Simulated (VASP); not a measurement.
# AlAs (r.bp) (F-43m) in VASP: single point with PBE

Aim: the single point of AlAs (r.bp) with PBE.

Program: VASP 6.6.1. These are calculated values, not measurements. Logs are shortened: lines on timing, memory, paths and dates and some standing lists are left out, and cuts for length are marked.

## (1) The cell of the first run

It takes space group F-43m (No. 216, cubic). The conventional cell has a = 5.663 Å, b = 5.663 Å, c = 5.663 Å, α = 90.00°, β = 90.00°, γ = 90.00°. Al (site symmetry -43m) has 4 As at 2.45 Å within 3.2 Å. Within 3.2 Å of As (site symmetry -43m) lie 4 Al at 2.45 Å.

## (2) Single point, PBE

File INCAR:

```
SYSTEM = AlAs
PREC = Accurate ; ENCUT = 500
EDIFF = 1E-6 ; ISMEAR = 0
SIGMA = 0.02 ; LREAL = .False.
LASPH = .True. ; NELM = 120
ALGO = Normal ; ISIF = 2
LWAVE = .False. ; LCHARG = .False.
GGA = PE ; NBANDS = 11
GGA_COMPAT = .False.
```

File KPOINTS:

```
Automatic mesh
0
Gamma
  8 8 8
  0 0 0
```

File POSCAR:

```
AlAs
1.0
    0.0000000000      2.8315299536      2.8315299536
    2.8315299536      0.0000000000      2.8315299536
    2.8315299536      2.8315299536      0.0000000000
Al As
1 1
Direct
    0.0000000000      0.0000000000      0.0000000000
    0.2500000000      0.2500000000      0.2500000000
```

Potentials or basis: VASP PAW PBE potentials, release 64 (Al, As).

Started as:

```console
> cat potpaw_PBE.64/Al/POTCAR potpaw_PBE.64/As/POTCAR > POTCAR
> mpirun -np 1 vasp_std > vasp.out
```

OUTCAR:

```text
SYSTEM = AlAs
   PREC = Accurate
   ENCUT = 500
   EDIFF = 1E-6
   ISMEAR = 0
   LREAL = .False.
   LASPH = .True.
   NELM = 120
   ISIF = 2
   GGA = PE

 ion  position               nearest neighbor table
   1  0.000  0.000  0.000-   2 2.45   2 2.45   2 2.45   2 2.45
   2  0.250  0.250  0.250-   1 2.45   1 2.45   1 2.45   1 2.45

  LATTYP: Found a face centered cubic cell.
 ALAT       =     5.6630599072

  Lattice vectors:

 A1 = (   0.0000000000,   2.8315299536,   2.8315299536)
 A2 = (   2.8315299536,   0.0000000000,   2.8315299536)
 A3 = (   2.8315299536,   2.8315299536,   0.0000000000)

Analysis of symmetry for initial positions (statically):
=====================================================================
 Subroutine PRICEL returns:
 Original cell was already a primitive cell.

 Routine SETGRP: Setting up the symmetry group for a
 face centered cubic supercell.

 Subroutine GETGRP returns: Found 24 space group operations
 (whereof 24 operations were pure point group operations)
 out of a pool of 48 trial point group operations.

The static configuration has the point symmetry T_d .

Analysis of symmetry for dynamics (positions and initial velocities):
=====================================================================
 Subroutine PRICEL returns:
 Original cell was already a primitive cell.

 Routine SETGRP: Setting up the symmetry group for a
 face centered cubic supercell.

 Subroutine GETGRP returns: Found 24 space group operations
 (whereof 24 operations were pure point group operations)
 out of a pool of 48 trial point group operations.

The dynamic configuration has the point symmetry T_d .

 Subroutine INISYM returns: Found 24 space group operations
 (whereof 24 operations are pure point group operations),
 and found     1 'primitive' translations

----------------------------------------------------------------------------------------

                                     Primitive cell

  volume of cell :      45.4039

  direct lattice vectors                    reciprocal lattice vectors
     0.000000000  2.831529954  2.831529954    -0.176582981  0.176582981  0.176582981
     2.831529954  0.000000000  2.831529954     0.176582981 -0.176582981  0.176582981
     2.831529954  2.831529954  0.000000000     0.176582981  0.176582981 -0.176582981

  length of vectors
     4.004388063  4.004388063  4.004388063     0.305850695  0.305850695  0.305850695

  position of ions in fractional coordinates (direct lattice)
     0.000000000  0.000000000  0.000000000
     0.250000000  0.250000000  0.250000000

  ion indices of the primitive-cell ions
   primitive index   ion index
                 1           1
                 2           2

----------------------------------------------------------------------------------------

 KPOINTS: Automatic mesh

Automatic generation of k-mesh.
 Grid dimensions read from file:
 generate k-points for:    8    8    8

 Generating k-lattice:

  Cartesian coordinates                     Fractional coordinates (reciprocal lattice)
    -0.022072873  0.022072873  0.022072873     0.125000000  0.000000000  0.000000000
     0.022072873 -0.022072873  0.022072873     0.000000000  0.125000000  0.000000000
     0.022072873  0.022072873 -0.022072873     0.000000000  0.000000000  0.125000000

  Length of vectors
     0.038231337  0.038231337  0.038231337

  Shift w.r.t. Gamma in fractional coordinates (k-lattice)
     0.000000000  0.000000000  0.000000000

 Subroutine IBZKPT returns following result:
 ===========================================

 Found     29 irreducible k-points:

 Following reciprocal coordinates:
            Coordinates               Weight
  0.000000  0.000000  0.000000      1.000000
  0.125000  0.000000  0.000000      8.000000
  0.250000  0.000000  0.000000      8.000000
  0.375000  0.000000  0.000000      8.000000
  0.500000  0.000000  0.000000      4.000000
  0.125000  0.125000  0.000000      6.000000
[... 16 lines left out ...]
  0.500000  0.250000  0.125000     48.000000
 -0.375000  0.250000  0.125000     24.000000
 [... further k-points ...]
   k-points           NKPTS =     29   k-points in BZ     NKDIM =     29   number of bands    NBANDS=     11
   number of dos      NEDOS =    301   number of ions     NIONS =      2
   total plane-waves  NPLWV =  27000
   dimension x,y,z NGX =    30 NGY =   30 NGZ =   30
   dimension x,y,z NGXF=    60 NGYF=   60 NGZF=   60
   ions per type =               1   1
   NGX,Y,Z   is equivalent  to a cutoff of  12.45, 12.45, 12.45 a.u.
   NGXF,Y,Z  is equivalent  to a cutoff of  24.91, 24.91, 24.91 a.u.
 SYSTEM =  AlAs
   PREC   = accura    normal or accurate (medium, high low for compatibility)
   ISTART =      0    job   : 0-new  1-cont  2-samecut
   ICHARG =      2    charge: 1-file 2-atom 10-const
   ISPIN  =      1    spin polarized calculation?
   LNONCOLLINEAR =      F non collinear calculations
   LSORBIT =      F    spin-orbit coupling
   LASPH  =      T    aspherical Exc in radial PAW
   ENCUT  =  500.0 eV  36.75 Ry    6.06 a.u.   7.30  7.30  7.30*2*pi/ulx,y,z
   NELM   =    120;   NELMIN=  2; NELMDL= -5     # of ELM steps
   EDIFF  = 0.1E-05   stopping-criterion for ELM
   LREAL  =      F    real-space projection
   EDIFFG = 0.1E-04   stopping-criterion for IOM
   NSW    =      0    number of steps for IOM
   IBRION =     -1    ionic relax: 0-MD 1-quasi-New 2-CG
   NFREE  =      0    steps in history (QN), initial steepest desc. (CG)
   ISIF   =      2    stress and relaxation
   ISYM   =      2    0-nonsym 1-usesym 2-fastsym
   POTIM  = 0.5000    time-step for ionic-motion
   TEBEG  =    0.0;   TEEND  =   0.0 temperature during run
   PSTRESS=    0.0 pullay stress
   NELECT =       8.0000    total number of electrons
   NUPDOWN=      -1.0000    fix difference up-down
   EMIN   =  10.00;   EMAX   =-10.00  energy-range for DOS
   EFERMI =   0.00;   METHOD = LEGACY
   ISMEAR =     0;   SIGMA  =   0.02  broadening in eV -4-tet -1-fermi 0-gaus
   EFERMI_NEDOS =   21; number of points for ismear=-14 and -15
   IALGO  =     38    algorithm
   IMIX   =      4    mixing-type and parameters
     AMIX     =   0.40;   BMIX     =  1.00
     AMIX_MAG =   1.60;   BMIX_MAG =  1.00
  volume/ion in A,a.u.               =      22.70       153.20
  Fermi-wavevector in a.u.,A,eV,Ry     =   0.917784  1.734360 11.460553  0.842327
  Thomas-Fermi vector in A             =   2.042792
   LORBIT       =      0    0 simple, 1 ext, 2 COOP (PROOUT), +10 PAW based schemes
   GGA     = PE    functional components
   LHFCALC =     F    Hartree Fock is set to
   AEXX    =    0.0000 exact exchange contribution
   IVDW    =     0    specifies the selected vdW correction
   LEPSILON=     F    determine dielectric tensor
   LRPA    =     F    only Hartree local field effects (RPA)
 non-spin polarized calculation
 Gauss-broadening in eV      SIGMA  =   0.02
  energy-cutoff  :      500.00
  volume of cell :       45.40
 maximum number of plane-waves:      1174
 NGX is ok and might be reduce to    30
   NGX = 15   NGY = 15   NGZ = 15

 number of electron       8.0000000 magnetization

 Free energy of the ion-electron system (eV)
  ---------------------------------------------------
  ext. energy  EPLUGINS =         0.00000000
  ---------------------------------------------------
  free energy    TOTEN  =        -9.37429913 eV

  energy without entropy =       -9.37429913  energy(sigma->0) =       -9.37429913

 E-fermi :   4.0180     XC(G=0):  -9.0370

 val. band max:        3.8792767198   @ k =   0.0000   0.0000   0.0000
 cond. band min:       5.3160200939   @ k =   0.5000   0.5000   0.0000
 fundamental gap:      1.4367433741
 Fermi energy:         4.0180339759

 k-point     1 :       0.0000    0.0000    0.0000
  band No.  band energies     occupation
      1      -7.9788      2.00000
      2       3.8793      2.00000
      3       3.8793      2.00000
      4       3.8793      2.00000
      5       5.9309      0.00000
      6       8.1644      0.00000
      7       8.1644      0.00000
      8       8.1644      0.00000
      9      12.7437      0.00000
     10      12.8883      0.00000
     11      12.8883      0.00000

 k-point     2 :       0.1250    0.0000    0.0000
  band No.  band energies     occupation
      1      -7.8261      2.00000
      2       2.4537      2.00000
      3       3.7183      2.00000
      4       3.7183      2.00000
      5       6.6735      0.00000
      6       8.4463      0.00000
      7       8.4463      0.00000
      8       8.5726      0.00000
      9      12.2865      0.00000
     10      12.2865      0.00000
     11      13.4637      0.00000

 k-point     3 :       0.2500    0.0000    0.0000
  band No.  band energies     occupation
      1      -7.4022      2.00000
      2       0.4960      2.00000
      3       3.4006      2.00000
      4       3.4006      2.00000
      5       6.4925      0.00000
      6       8.7882      0.00000
      7       8.7882      0.00000
      8      10.3277      0.00000
      9      12.1835      0.00000
     10      12.1835      0.00000
     11      13.2741      0.00000

 k-point     4 :       0.3750    0.0000    0.0000
  band No.  band energies     occupation
      1      -6.8537      2.00000
      2      -1.0519      2.00000
      3       3.1469      2.00000
      4       3.1469      2.00000
      5       6.1480      0.00000
      6       8.6745      0.00000
      7       8.6745      0.00000
      8      11.5909      0.00000
      9      13.4808      0.00000
     10      13.4808      0.00000
     11      13.6145      0.00000
[... 239 lines left out ...]
 k-point    22 :       0.3750    0.2500    0.1250
  band No.  band energies     occupation
      1      -7.0474      2.00000
      2       0.1177      2.00000
      3       1.9272      2.00000
      4       2.9039      2.00000
      5       7.4724      0.00000
      6       8.1532      0.00000
      7       9.1799      0.00000
      8      10.4044      0.00000
      9      12.0541      0.00000
     10      14.3170      0.00000
     11      15.9098      0.00000

 k-point    23 :       0.5000    0.2500    0.1250
  band No.  band energies     occupation
      1      -6.5536      2.00000
      2      -0.8973      2.00000
      3       1.3424      2.00000
      4       2.5221      2.00000
      5       7.5579      0.00000
      6       8.3386      0.00000
      7       9.6646      0.00000
      8      10.7430      0.00000
      9      13.2208      0.00000
     10      14.4290      0.00000
     11      16.0529      0.00000

 k-point    24 :      -0.3750    0.2500    0.1250
  band No.  band energies     occupation
      1      -6.2983      2.00000
      2      -1.3782      2.00000
      3       1.1918      2.00000
      4       2.3389      2.00000
      5       7.5464      0.00000
      6       8.1233      0.00000
      7      10.5554      0.00000
      8      11.5188      0.00000
      9      12.2350      0.00000
     10      14.8876      0.00000
     11      16.1725      0.00000

 [... further k-points ...]
[... 5 lines left out ...]
  --------------------------------------------------------------------------------------
  -------------------------------------------------------------------------------------
  Total        0.7587900      0.7587900      0.7587900      0.0000000      0.0000000      0.0000000
  in kB       26.7755698     26.7755698     26.7755698      0.0000000      0.0000000      0.0000000
  external PRESSURE =      26.7755698 kB  Pullay stress =       0.0000000 kB

 VOLUME and BASIS-vectors are now :
 -----------------------------------------------------------------------------
  energy-cutoff  :      500.00
  volume of cell :       45.40
      direct lattice vectors                 reciprocal lattice vectors
     0.000000000  2.831529954  2.831529954    -0.176582981  0.176582981  0.176582981
     2.831529954  0.000000000  2.831529954     0.176582981 -0.176582981  0.176582981
     2.831529954  2.831529954  0.000000000     0.176582981  0.176582981 -0.176582981

 POSITION                                       TOTAL-FORCE (eV/Angst)
 -----------------------------------------------------------------------------------
      0.00000      0.00000      0.00000         0.000000      0.000000      0.000000
      1.41576      1.41576      1.41576        -0.000000     -0.000000     -0.000000
 -----------------------------------------------------------------------------------
    total drift:                               -0.000000     -0.000000     -0.000000

  FREE ENERGIE OF THE ION-ELECTRON SYSTEM (eV)
  ---------------------------------------------------
  free  energy   TOTEN  =        -9.3742991276 eV

  energy  without entropy=       -9.3742991276  energy(sigma->0) =       -9.37429913
```

Wall time 15 s (1 thread of Intel Xeon 6975P-C (Granite Rapids), shared host); peak memory 0.16 GiB.

Results:

```
Free energy            : -9.3743 eV
Pressure               : 2.7 GPa
Band gap on the k mesh : 1.44 eV, indirect (least direct gap 2.05 eV)
```

Levels at points of the mesh, in eV from the valence-band top:
```
           k point  band 2  band 3  band 4  band 5  band 6  band 7
(0.00, 0.00, 0.00)    0.00    0.00    0.00    2.05    4.29    4.29
(0.50, 0.00, 0.00)   -5.57   -0.82   -0.82    2.14    4.68    4.68
(0.50, 0.50, 0.00)   -5.43   -2.17   -2.17    1.44    2.29   10.33
```

A k mesh can miss the band edges. As with any semilocal functional, this PBE gap is likely too small.
